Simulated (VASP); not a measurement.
## TaN: relaxation of cell and atoms with revPBE+D3(BJ)

The system is TaN.

```
Ta N
1.0
     5.19600    0.00000    0.00000
    -2.59800    4.49987    0.00000
     0.00000    0.00000    2.91100
Ta N
3 3
Direct
  0.00000 0.00000 0.00000
  0.66667 0.33333 0.50000
  0.33333 0.66667 0.50000
  0.00000 0.39285 0.00000
  0.60715 0.60715 0.00000
  0.39285 0.00000 0.00000
```

```
Program                : VASP 6.6.1
Task                   : relaxation of cell and atoms
Functional             : revPBE
Dispersion             : D3(BJ)
Potentials or basis    : VASP PAW PBE potentials, release 64 (Ta_pv, N)
Cutoff                 : 600 eV
k mesh                 : 6 × 6 × 9
Occupations            : fermi-dirac, width 0.05 eV
Spin                   : no spin polarisation
Dipole correction      : no
Further INCAR settings : ALGO = Normal; EDIFF = 1e-06; IBRION = 2; EDIFFG = -0.01; NSW = 60; ISIF = 3
```

The relaxed volume is 11.22 Å³/atom, the relaxed cell is a = 5.178 Å, b = 5.178 Å, c = 2.900 Å, α = 90.00°, β = 90.00°, γ = 120.00° and the space group after relaxing (to 0.05 Å) is P-62m (No. 189). The energy gained by relaxing is 1.4 meV/atom and the ionic steps are 8. The pressure after relaxing is -0.1 GPa. The band gap on the k mesh is zero (band 24 reaches 10.28 eV, above the bottom of band 25 at 7.19 eV) and the dispersion energy per atom is -0.829 eV.

The path:
```csv
step,energy change (eV),largest force (eV/Å),pressure (GPa),volume (Å³)
1,0.0000,0.0639,-3.40,68.06
2,0.0339,0.1385,8.59,65.72
3,-0.0079,0.0882,0.01,67.34
4,-0.0079,0.0883,0.13,67.32
5,-0.0085,0.0099,0.09,67.31
6,-0.0085,0.0030,0.07,67.31
7,-0.0085,0.0005,-0.17,67.35
8,-0.0085,0.0011,-0.07,67.34
```

Final structure:
```
CELL_PARAMETERS angstrom
5.17787 0.00000 0.00000
-2.58894 4.48417 0.00000
0.00000 0.00000 2.90014
ATOMIC_POSITIONS crystal
Ta 0.00000 0.00000 0.00000
Ta 0.66667 0.33333 0.50000
Ta 0.33333 0.66667 0.50000
N 0.00000 0.39388 0.00000
N 0.60612 0.60612 0.00000
N 0.39388 0.00000 0.00000
```

Levels at points of the mesh, in eV from the Fermi level:
| k point | band 21 | band 22 | band 23 | band 24 | band 25 | band 26 | band 27 | band 28 |
| --- | --- | --- | --- | --- | --- | --- | --- | --- |
| (0.00, 0.00, 0.00) | -4.27 | -3.34 | -1.90 | -0.90 | -0.90 | 0.64 | 0.64 | 1.91 |
| (0.50, 0.00, 0.00) | -3.91 | -3.89 | -2.83 | -2.61 | 1.27 | 1.87 | 1.97 | 2.48 |

Run time: 3.2 min on 1 thread of AMD EPYC 9R45 96-Core Processor (Zen 5), on a shared host, peak memory 0.22 GiB.

Caveat: the PAW data sets were made with another functional, which shifts forces and pressure a little; spin-orbit coupling is left out, which moves the levels of the heavy elements; pairwise dispersion overbinds metals, which lowers pressure and volume.
